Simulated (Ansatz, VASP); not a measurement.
**Two plane-wave programs on LiF**

```
Li F
1.0
     0.00000    2.01400    2.01400
     2.01400    0.00000    2.01400
     2.01400    2.01400    0.00000
Li F
1 1
Direct
  0.00000 0.00000 0.00000
  0.50000 0.50000 0.50000
```

Alike in both runs: task single point; functional PBE; k mesh 12 × 12 × 12; occupations gaussian, width 0.05 eV; no spin polarisation.

|  | VASP | Ansatz |
| --- | --- | --- |
| version | VASP 6.6.1 | Ansatz 0.2.0 |
| potentials or method | VASP PAW PBE potentials, release 64 (Li_sv, F), cutoff 520 eV | scalar-relativistic, plane waves, PAW |
| valence electrons in the cell | 10 | 10 |

|  | VASP | Ansatz | Ansatz less VASP |
| --- | --- | --- | --- |
| gap on the k mesh at the Fermi level (eV) | 9.09 | 9.09 | +0.002 |
| least direct gap on the mesh (eV) | 9.09 | 9.09 | +0.002 |

The functional is the same, so the differences come from potentials, cutoffs and numerics.

Noted on VASP's run: the cutoff is short for stress, so the pressure is rough.
